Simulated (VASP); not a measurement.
The system is AlNi3.

```
CELL_PARAMETERS angstrom
3.52305 0.00000 0.00000
0.00000 3.52305 0.00000
0.00000 0.00000 3.52305
ATOMIC_POSITIONS crystal
Ni 0.50000 0.50000 0.00000
Ni 0.50000 0.00000 0.50000
Ni 0.00000 0.50000 0.50000
Al 0.00000 0.00000 0.00000
```

Base run:

- Program: VASP 6.6.1
- Functional: PBE
- Potentials or basis: VASP PAW PBE potentials, release 64 (Ni_sv_GW, Al)
- Cutoff: 690 eV
- k mesh: 6 × 6 × 6
- Occupations: fermi-dirac, width 0.05 eV
- Spin: collinear spin, ferromagnetic start
- Starting moments: [0.266667, 0.266667, 0.266667, 0.0] μB
- Fixed moment: 0.8 μB

Its results: pressure 6.5 GPa; site moments Ni +0.30; Al -0.01 μB.

Task: The run is repeated on the same cell with these changes: fixed moment from 0.8 μB to 3 μB; moments at the start from [0.27, 0.27, 0.27, 0.0] to [1.0, 1.0, 1.0, 0.0]. What comes out?

Result: Pressure 13.5 GPa; site moments Ni +0.91; Al +0.06 μB.

Caveats: the cell stands under pressure; the total moment is fixed, so each spin has its own Fermi level and the state may be an excited one.
